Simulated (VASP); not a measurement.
# CuI (F-43m) in VASP: a series of runs

Runs on CuI. Level: HF. Tasks: single point.

All numbers are computed with VASP 6.6.1; they aren't measurements. Logs are shortened: lines on timing, memory, paths and dates and some standing lists are left out, and cuts for length are marked.

### 1 The cell of the first run

The structure is cubic, space group F-43m (No. 216). Conventional cell: a = 6.143 Å, b = 6.143 Å, c = 6.143 Å, α = 90.00°, β = 90.00°, γ = 90.00°. Within 3.5 Å of I (site symmetry -43m) lie 4 Cu at 2.66 Å. Cu (site symmetry -43m) has 4 I at 2.66 Å within 3.5 Å.

### 2 Single point, HF

POSCAR

```
CuI
1.0
    0.0000000000      3.0713927327      3.0713927327
    3.0713927327      0.0000000000      3.0713927327
    3.0713927327      3.0713927327      0.0000000000
I Cu
1 1
Direct
    0.0000000000      0.0000000000      0.0000000000
    0.7500000000      0.7500000000      0.7500000000
```

INCAR.step1

```
PREC = Accurate
ENCUT = 520
EDIFF = 1E-5
ISMEAR = -1
SIGMA = 0.05
LREAL = F
LASPH = T
NELM = 60
ALGO = Normal
ISIF = 2
LWAVE = T
LCHARG = F
NBANDS = 16
GGA = PE
```

INCAR.step2

```
PREC = Accurate
ENCUT = 520
EDIFF = 1E-6
ISMEAR = -1
SIGMA = 0.05
LREAL = F
LASPH = T
NELM = 60
ALGO = Normal
ISIF = 2
LWAVE = F
LCHARG = F
GGA = PE
LHFCALC = T
AEXX = 1.0
ALDAC = 0.0
AGGAC = 0.0
PRECFOCK = Normal
NBANDS = 16
ISTART = 1
```

KPOINTS

```
Automatic mesh
0
Gamma
  4 4 4
```

Potentials or basis: VASP PAW PBE potentials, release 64 (I, Cu).

The run is started by

```
$ cat potpaw_PBE.64/I/POTCAR potpaw_PBE.64/Cu/POTCAR > POTCAR
$ cp INCAR.step1 INCAR
$ mpirun -np 1 vasp_std > vasp.out
$ cp INCAR.step2 INCAR
$ mpirun -np 1 vasp_std > vasp.out
```

OUTCAR:

```text
PREC = Accurate
   ENCUT = 520
   EDIFF = 1E-6
   ISMEAR = -1
   LREAL = F
   LASPH = T
   NELM = 60
   ISIF = 2
   GGA = PE
   LHFCALC = T
   AEXX = 1.0
   PRECFOCK = Normal
   ISTART = 1

 ion  position               nearest neighbor table
   1  0.000  0.000  0.000-   2 2.66   2 2.66   2 2.66   2 2.66
   2  0.750  0.750  0.750-   1 2.66   1 2.66   1 2.66   1 2.66

  LATTYP: Found a face centered cubic cell.
 ALAT       =     6.1427854654

  Lattice vectors:

 A1 = (   0.0000000000,   3.0713927327,   3.0713927327)
 A2 = (   3.0713927327,   0.0000000000,   3.0713927327)
 A3 = (   3.0713927327,   3.0713927327,   0.0000000000)

Analysis of symmetry for initial positions (statically):
=====================================================================
 Subroutine PRICEL returns:
 Original cell was already a primitive cell.

 Routine SETGRP: Setting up the symmetry group for a
 face centered cubic supercell.

 Subroutine GETGRP returns: Found 24 space group operations
 (whereof 24 operations were pure point group operations)
 out of a pool of 48 trial point group operations.

The static configuration has the point symmetry T_d .

Analysis of symmetry for dynamics (positions and initial velocities):
=====================================================================
 Subroutine PRICEL returns:
 Original cell was already a primitive cell.

 Routine SETGRP: Setting up the symmetry group for a
 face centered cubic supercell.

 Subroutine GETGRP returns: Found 24 space group operations
 (whereof 24 operations were pure point group operations)
 out of a pool of 48 trial point group operations.

The dynamic configuration has the point symmetry T_d .

 Subroutine INISYM returns: Found 24 space group operations
 (whereof 24 operations are pure point group operations),
 and found     1 'primitive' translations

----------------------------------------------------------------------------------------

                                     Primitive cell

  volume of cell :      57.9477

  direct lattice vectors                    reciprocal lattice vectors
     0.000000000  3.071392733  3.071392733    -0.162792597  0.162792597  0.162792597
     3.071392733  0.000000000  3.071392733     0.162792597 -0.162792597  0.162792597
     3.071392733  3.071392733  0.000000000     0.162792597  0.162792597 -0.162792597

  length of vectors
     4.343605258  4.343605258  4.343605258     0.281965049  0.281965049  0.281965049

  position of ions in fractional coordinates (direct lattice)
     0.000000000  0.000000000  0.000000000
     0.750000000  0.750000000  0.750000000

  ion indices of the primitive-cell ions
   primitive index   ion index
                 1           1
                 2           2

----------------------------------------------------------------------------------------

 KPOINTS: Automatic mesh

Automatic generation of k-mesh.
 Grid dimensions read from file:
 generate k-points for:    4    4    4

 Generating k-lattice:

  Cartesian coordinates                     Fractional coordinates (reciprocal lattice)
    -0.040698149  0.040698149  0.040698149     0.250000000  0.000000000  0.000000000
     0.040698149 -0.040698149  0.040698149     0.000000000  0.250000000  0.000000000
     0.040698149  0.040698149 -0.040698149     0.000000000  0.000000000  0.250000000

  Length of vectors
     0.070491262  0.070491262  0.070491262

  Shift w.r.t. Gamma in fractional coordinates (k-lattice)
     0.000000000  0.000000000  0.000000000

 Subroutine IBZKPT returns following result:
 ===========================================

 Found      8 irreducible k-points:

 Following reciprocal coordinates:
            Coordinates               Weight
  0.000000  0.000000  0.000000      1.000000
  0.250000  0.000000  0.000000      8.000000
  0.500000  0.000000  0.000000      4.000000
  0.250000  0.250000  0.000000      6.000000
  0.500000  0.250000  0.000000     24.000000
 -0.250000  0.250000  0.000000     12.000000
  0.500000  0.500000  0.000000      3.000000
 -0.250000  0.500000  0.250000      6.000000
   k-points           NKPTS =      8   k-points in BZ     NKDIM =     64   number of bands    NBANDS=     16
   number of dos      NEDOS =    301   number of ions     NIONS =      2
   total plane-waves  NPLWV =  32768
   dimension x,y,z NGX =    32 NGY =   32 NGZ =   32
   dimension x,y,z NGXF=    64 NGYF=   64 NGZF=   64
   ions per type =               1   1
   NGX,Y,Z   is equivalent  to a cutoff of  12.25, 12.25, 12.25 a.u.
   NGXF,Y,Z  is equivalent  to a cutoff of  24.50, 24.50, 24.50 a.u.
 SYSTEM =  unknown system
   PREC   = accura    normal or accurate (medium, high low for compatibility)
   ISTART =      1    job   : 0-new  1-cont  2-samecut
   ICHARG =      0    charge: 1-file 2-atom 10-const
   ISPIN  =      1    spin polarized calculation?
   LNONCOLLINEAR =      F non collinear calculations
   LSORBIT =      F    spin-orbit coupling
   LASPH  =      T    aspherical Exc in radial PAW
   ENCUT  =  520.0 eV  38.22 Ry    6.18 a.u.   8.08  8.08  8.08*2*pi/ulx,y,z
   NELM   =     60;   NELMIN=  2; NELMDL=  0     # of ELM steps
   EDIFF  = 0.1E-05   stopping-criterion for ELM
   LREAL  =      F    real-space projection
   EDIFFG = 0.1E-04   stopping-criterion for IOM
   NSW    =      0    number of steps for IOM
   IBRION =     -1    ionic relax: 0-MD 1-quasi-New 2-CG
   NFREE  =      0    steps in history (QN), initial steepest desc. (CG)
   ISIF   =      2    stress and relaxation
   ISYM   =      3    0-nonsym 1-usesym 2-fastsym
   POTIM  = 0.5000    time-step for ionic-motion
   TEBEG  =    0.0;   TEEND  =   0.0 temperature during run
   PSTRESS=    0.0 pullay stress
   NELECT =      18.0000    total number of electrons
   NUPDOWN=      -1.0000    fix difference up-down
   EMIN   =  10.00;   EMAX   =-10.00  energy-range for DOS
   EFERMI =   0.00;   METHOD = LEGACY
   ISMEAR =    -1;   SIGMA  =   0.05  broadening in eV -4-tet -1-fermi 0-gaus
   EFERMI_NEDOS =   21; number of points for ismear=-14 and -15
   IALGO  =     38    algorithm
   IMIX   =      1    mixing-type and parameters
     AMIX     =   0.40;   BMIX     =  1.00
     AMIX_MAG =   1.60;   BMIX_MAG =  1.00
  volume/ion in A,a.u.               =      28.97       195.53
  Fermi-wavevector in a.u.,A,eV,Ry     =   1.108716  2.095169 16.724978  1.229251
  Thomas-Fermi vector in A             =   2.245247
   LORBIT       =      0    0 simple, 1 ext, 2 COOP (PROOUT), +10 PAW based schemes
   GGA     = PE    functional components
   LHFCALC =     T    Hartree Fock is set to
   PRECFOCK=normal    Normal, Fast or Accurate (Low or Medium for compatibility)
   ENCUT4O =  -1.0   cutoff for four orbital integrals eV
   NKREDX  =     1    reduce k-point grid by
   NKREDY  =     1    reduce k-point grid by
   NKREDZ  =     1    reduce k-point grid by
   AEXX    =    1.0000 exact exchange contribution
   HFSCREEN=    0.0000 screening length (either q_TF or 0.3 A-1)
   HFSCREENC=   0.0000 screening length for correlation (either q_TF or 0.3 A-1)
   ENCUTFOCK=  -1.0 apply spherical cutoff to Coloumb kernel
   IVDW    =     0    specifies the selected vdW correction
   LEPSILON=     F    determine dielectric tensor
   LRPA    =     F    only Hartree local field effects (RPA)
 non-spin polarized calculation
  energy-cutoff  :      520.00
  volume of cell :       57.95
 maximum number of plane-waves:      1588
  NGX = 28; NGY = 28; NGZ = 28

 number of electron      17.9999994 magnetization

 Free energy of the ion-electron system (eV)
  ---------------------------------------------------
  ext. energy  EPLUGINS =         0.00000000
  ---------------------------------------------------
  free energy    TOTEN  =       -10.75096813 eV

  energy without entropy =      -10.75096813  energy(sigma->0) =      -10.75096813

 E-fermi :   1.2079     XC(G=0):   0.0000

 val. band max:        0.0362984491   @ k =   0.0000   0.0000   0.0000
 cond. band min:       9.8111367910   @ k =   0.0000   0.0000   0.0000
 fundamental gap:      9.7748383419
 Fermi energy:         1.2079019118

 k-point     1 :       0.0000    0.0000    0.0000
  band No.  band energies     occupation
      1     -16.7512      2.00000
      2      -5.8605      2.00000
      3      -5.8605      2.00000
      4      -5.8605      2.00000
      5      -4.9694      2.00000
      6      -4.9694      2.00000
      7       0.0363      2.00000
      8       0.0363      2.00000
      9       0.0363      2.00000
     10       9.8111      0.00000
     11      13.7441      0.00000
     12      13.7441      0.00000
     13      13.7441      0.00000
     14      17.8761      0.00000
     15      18.6288      0.00000
     16      18.6288      0.00000

 k-point     2 :       0.2500    0.0000    0.0000
  band No.  band energies     occupation
      1     -16.4187      2.00000
      2      -5.8177      2.00000
      3      -5.7669      2.00000
      4      -5.7669      2.00000
      5      -4.9782      2.00000
      6      -4.9782      2.00000
      7      -2.4378      2.00000
      8      -0.4442      2.00000
      9      -0.4442      2.00000
     10      11.0768      0.00000
     11      14.1376      0.00000
     12      14.3164      0.00000
     13      14.3164      0.00000
     14      17.5615      0.00000
     15      17.5615      0.00000
     16      17.8756      0.00000

 k-point     3 :       0.5000    0.0000    0.0000
  band No.  band energies     occupation
      1     -16.0435      2.00000
      2      -5.6819      2.00000
      3      -5.6819      2.00000
      4      -5.2372      2.00000
      5      -4.9644      2.00000
      6      -4.9644      2.00000
      7      -4.8696      2.00000
      8      -0.8929      2.00000
      9      -0.8929      2.00000
     10      10.9392      0.00000
     11      14.0489      0.00000
     12      14.0489      0.00000
     13      15.7906      0.00000
     14      18.5922      0.00000
     15      20.4162      0.00000
     16      20.4162      0.00000

 k-point     4 :       0.2500    0.2500    0.0000
  band No.  band energies     occupation
      1     -16.3078      2.00000
      2      -5.9382      2.00000
      3      -5.6624      2.00000
      4      -5.6624      2.00000
      5      -5.0240      2.00000
      6      -4.9442      2.00000
      7      -2.0673      2.00000
      8      -1.2115      2.00000
      9      -1.2115      2.00000
     10      11.5783      0.00000
     11      12.2211      0.00000
     12      15.4300      0.00000
     13      15.9119      0.00000
     14      15.9119      0.00000
     15      19.3828      0.00000
     16      21.7046      0.00000

 k-point     5 :       0.5000    0.2500    0.0000
  band No.  band energies     occupation
      1     -15.9310      2.00000
      2      -5.7869      2.00000
      3      -5.5357      2.00000
      4      -5.3487      2.00000
      5      -4.9525      2.00000
      6      -4.9207      2.00000
      7      -4.0868      2.00000
      8      -2.2077      2.00000
      9      -1.6430      2.00000
     10      11.5868      0.00000
     11      13.3661      0.00000
     12      15.0601      0.00000
     13      16.0228      0.00000
     14      18.8484      0.00000
     15      20.5740      0.00000
     16      21.2247      0.00000

 k-point     6 :      -0.2500    0.2500    0.0000
  band No.  band energies     occupation
      1     -16.0567      2.00000
      2      -5.6977      2.00000
      3      -5.6461      2.00000
      4      -5.5215      2.00000
      5      -5.0049      2.00000
      6      -4.9574      2.00000
      7      -3.5636      2.00000
      8      -2.3165      2.00000
      9      -0.9078      2.00000
     10      12.4358      0.00000
     11      13.7845      0.00000
     12      14.2367      0.00000
     13      15.2170      0.00000
     14      16.9748      0.00000
     15      19.9146      0.00000
     16      21.5364      0.00000

 k-point     7 :       0.5000    0.5000    0.0000
  band No.  band energies     occupation
      1     -15.8071      2.00000
      2      -5.9681      2.00000
      3      -5.3583      2.00000
      4      -5.3583      2.00000
      5      -4.9242      2.00000
      6      -4.9184      2.00000
      7      -3.8672      2.00000
      8      -2.3647      2.00000
      9      -2.3647      2.00000
     10      10.5031      0.00000
     11      11.4546      0.00000
     12      18.6154      0.00000
     13      19.6572      0.00000
     14      19.6572      0.00000
     15      20.6636      0.00000
     16      21.4520      0.00000

 k-point     8 :      -0.2500    0.5000    0.2500
  band No.  band energies     occupation
      1     -15.8034      2.00000
      2      -5.7318      2.00000
      3      -5.3914      2.00000
      4      -5.2097      2.00000
      5      -5.0594      2.00000
      6      -4.7736      2.00000
      7      -4.0590      2.00000
      8      -2.6897      2.00000
      9      -2.6485      2.00000
     10      12.5483      0.00000
     11      14.0001      0.00000
     12      14.7195      0.00000
     13      14.9663      0.00000
     14      20.1955      0.00000
     15      21.2339      0.00000
     16      21.3808      0.00000

------------------------ aborting loop because EDIFF is reached ----------------------------------------

  FORCE on cell =-STRESS in cart. coord.  units (eV):
  Direction    XX          YY          ZZ          XY          YZ          ZX
  --------------------------------------------------------------------------------------
  -------------------------------------------------------------------------------------
  Total        2.2719710      2.2719710      2.2719710      0.0000000      0.0000000      0.0000000
  in kB       62.8170173     62.8170173     62.8170173      0.0000000      0.0000000      0.0000000
  external PRESSURE =      62.8170173 kB  Pullay stress =       0.0000000 kB

 VOLUME and BASIS-vectors are now :
 -----------------------------------------------------------------------------
  energy-cutoff  :      520.00
  volume of cell :       57.95
      direct lattice vectors                 reciprocal lattice vectors
     0.000000000  3.071392733  3.071392733    -0.162792597  0.162792597  0.162792597
     3.071392733  0.000000000  3.071392733     0.162792597 -0.162792597  0.162792597
     3.071392733  3.071392733  0.000000000     0.162792597  0.162792597 -0.162792597

 POSITION                                       TOTAL-FORCE (eV/Angst)
 -----------------------------------------------------------------------------------
      0.00000      0.00000      0.00000        -0.000000     -0.000000      0.000000
      4.60709      4.60709      4.60709         0.000000      0.000000     -0.000000
 -----------------------------------------------------------------------------------
    total drift:                                0.000078      0.000086      0.000070

  FREE ENERGIE OF THE ION-ELECTRON SYSTEM (eV)
  ---------------------------------------------------
  free  energy   TOTEN  =       -10.7509681290 eV

  energy  without entropy=      -10.7509681290  energy(sigma->0) =      -10.75096813
```

It took 10 min on 1 thread of Intel Xeon Platinum 8559C (Emerald Rapids), shared host; peak memory 0.19 GiB.

Results:

- Free energy: -10.7510 eV
- Pressure: 6.3 GPa
- Band gap on the k mesh: 9.77 eV

Caveat: the k points lie up to 0.44 Å⁻¹ apart; the PAW data sets were made with another functional, which shifts forces and pressure a little; spin-orbit coupling is left out, which moves the levels of the heavy elements.

### 3 Single point, HF

This run uses another cell than the first one, of 29.53 Å³/atom.

POSCAR

```
CuI
1.0
    0.0000000000      3.0909562712      3.0909562712
    3.0909562712      0.0000000000      3.0909562712
    3.0909562712      3.0909562712      0.0000000000
I Cu
1 1
Direct
    0.0000000000      0.0000000000      0.0000000000
    0.7500000000      0.7500000000      0.7500000000
```

INCAR.step1

```
SYSTEM = CuI
  PREC = Accurate
  ENCUT = 520
  EDIFF = 1E-5
  ISMEAR = -1
  SIGMA = 0.05
  LREAL = .FALSE.
  LASPH = .TRUE.
  NELM = 80
  ALGO = Normal
  ISIF = 2
  LWAVE = .TRUE.
  GGA = PE
  NBANDS = 16
```

INCAR.step2

```
SYSTEM = CuI
  PREC = Accurate
  ENCUT = 520
  EDIFF = 1E-7
  ISMEAR = -1
  SIGMA = 0.05
  LREAL = .FALSE.
  LASPH = .TRUE.
  NELM = 80
  ALGO = Normal
  ISIF = 2
  LWAVE = .FALSE.
  LCHARG = .TRUE.
  GGA = PE
  LHFCALC = .TRUE.
  AEXX = 1.0
  ALDAC = 0.0
  AGGAC = 0.0
  PRECFOCK = Normal
  LELF = .TRUE.
  LVHAR = .TRUE.
  ISTART = 1
  NBANDS = 16
```

KPOINTS

```
Automatic mesh
0
G
  4 4 4
  0 0 0
```

Potentials or basis: VASP PAW PBE potentials, release 64 (I, Cu).

The run is started by

```
$ cat potpaw_PBE.64/I/POTCAR potpaw_PBE.64/Cu/POTCAR > POTCAR
$ cp INCAR.step1 INCAR
$ mpirun -np 1 vasp_std > vasp.out
$ cp INCAR.step2 INCAR
$ mpirun -np 1 vasp_std > vasp.out
```

Wall time 10 min (1 thread of Intel Xeon Platinum 8559C (Emerald Rapids), shared host); peak memory 0.21 GiB.

It converged, with:

```
Free energy            : -10.7920 eV
Pressure               : 5.5 GPa
Band gap on the k mesh : 9.74 eV
```

Levels at points of the mesh, in eV from the valence-band top:
```tsv
k point	band 6	band 7	band 8	band 9	band 10	band 11	band 12	band 13
(0.00, 0.00, 0.00)	-4.92	0.00	0.00	0.00	9.74	13.74	13.74	13.74
(0.50, 0.00, 0.00)	-4.92	-4.82	-0.90	-0.90	10.91	14.04	14.04	15.71
(0.50, 0.50, 0.00)	-4.88	-3.81	-2.32	-2.32	10.52	11.46	18.42	19.51
```

Caveat: the k points lie up to 0.44 Å⁻¹ apart; the PAW data sets were made with another functional, which shifts forces and pressure a little; spin-orbit coupling is left out, which moves the levels of the heavy elements.
